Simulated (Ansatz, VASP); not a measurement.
## ZrS2 in VASP and in Ansatz

POSCAR

```
ZrS2
1.0
    3.6743990850      0.0000000000      0.0000000000
   -1.8371995425      3.1821229513      0.0000000000
    0.0000000000      0.0000000000      5.9739933996
Zr S
1 2
Direct
    0.0000000000      0.0000000000      0.0000000000
    0.3333333333      0.6666666667      0.2419409647
    0.6666666667      0.3333333333      0.7580590353
```

File INCAR.step1:

```
  PREC = Accurate
  ENCUT = 400
  EDIFF = 1E-5
  ISMEAR = 0
  SIGMA = 0.01
  LREAL = False
  LASPH = True
  NELM = 120
  ALGO = Normal
  ISIF = 2
  LWAVE = True
  GGA = PE
  NBANDS = 19
  GGA_COMPAT = False
```

The input INCAR.step2:

```
  PREC = Accurate
  ENCUT = 400
  EDIFF = 1E-6
  ISMEAR = 0
  SIGMA = 0.01
  LREAL = False
  LASPH = True
  NELM = 120
  ALGO = Normal
  ISIF = 2
  LWAVE = False
  LCHARG = True
  GGA = PE
  LHFCALC = True
  HFSCREEN = 0.2079
  PRECFOCK = Normal
  LELF = True
  LVHAR = True
  ISTART = 1
  NBANDS = 19
  GGA_COMPAT = False
```

File KPOINTS:

```
Automatic mesh
0
Gamma
  6 6 4
```

Input for Ansatz:

```yaml
crystal:
  lattice:
    - [3.674399085, 0.0, 0.0]
    - [-1.8371995425, 3.1821229513, 0.0]
    - [0.0, 0.0, 5.9739933996]
  atoms:
    - { symbol: Zr, position: [0.0, 0.0, 0.0] }
    - { symbol: S, position: [0.3333333333, 0.6666666667, 0.2419409647] }
    - { symbol: S, position: [0.6666666667, 0.3333333333, 0.7580590353] }
kpoints:
  mp_grid: { grid: [6, 6, 4] }
  band_path:
    path:
      - [0.0, 0.0, 0.0]
      - [0.5, 0.0, 0.0]
      - [0.3333333333, 0.3333333333, 0.0]
      - [0.0, 0.0, 0.5]
      - [0.5, 0.0, 0.5]
      - [0.3333333333, 0.3333333333, 0.5]
      - [-0.119792, 0.057292, 0.0]
      - [0.0, 0.5, 0.5]
    npoints: 1
hamiltonian:
  xc: hse06
scf:
  occupations: { method: fixed }
  n_extra_bands: 4
output:
  forces: true
  stress: true
  eigenvalues: true
  write_density: true
  write_potential: true
  elf: true
  volumetric_format: npy
```

Change from the starting cell: uniaxial_z strain +2.0%.

Alike in both runs: task single point; functional HSE06; k mesh 6 × 6 × 4; no spin polarisation.

```csv
,VASP,Ansatz
version,VASP 6.6.1,Ansatz 0.2.0
potentials or method,"VASP PAW PBE potentials, release 64 (Zr_sv, S)","plane waves, PAW"
plane-wave cutoff (eV),400,420
occupations,"gaussian, width 0.01 eV",fixed
valence electrons in the cell,24,24
```

Ansatz gave:

```
gap on the k mesh at the Fermi level (eV)                     : 1.79
pressure (GPa)                                                : -0.2
traceless stress, the component that is largest in VASP (GPa) : 0.12
rms of the force components (eV/Å)                            : 0.091
```

Which values does VASP return?

gap on the k mesh at the Fermi level (eV): 1.79; pressure (GPa): -0.3; traceless stress, the component that is largest in VASP (GPa): 0.17; rms of the force components (eV/Å): 0.090.

Atom by atom the forces differ by 0.002 eV/Å (rms over components). Ansatz's warnings: stress exchange threshold loose, stress scf threshold loose.
